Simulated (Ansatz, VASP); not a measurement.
**Two plane-wave programs on Te**

```
Te
1.0
    -4.84790    4.44583    1.62426
     4.44583   -4.84790    1.62426
     4.26199    4.26199   -2.36067
Te
2
Direct
  0.07870 0.92130 0.00000
  0.67130 0.32870 0.50000
```

Alike in both runs: task single point; functional RPBE; k mesh 13 × 13 × 7; occupations fermi-dirac, width 0.1 eV; no spin polarisation.

|  | VASP | Ansatz |
| --- | --- | --- |
| version | VASP 6.6.1 | Ansatz 0.2.0 |
| potentials or method | VASP PAW PBE potentials, release 64 (Te), cutoff 520 eV | plane waves (420 eV) with PAW, scalar-relativistic |
| valence electrons in the cell | 12 | 32 |

Ansatz gave:

* pressure (GPa): -1.5
* traceless stress, the component that is largest in VASP (GPa): -1.04

Q: Which values does VASP return?

A: Pressure (GPa): -1.5; traceless stress, the component that is largest in VASP (GPa): -1.05.

VASP's potentials were made for PBE, not for RPBE. VASP's potentials hold 12 valence electrons a cell and Ansatz's 32, so a difference there can come from the potentials and not from the codes.

Spin-orbit coupling is off throughout.
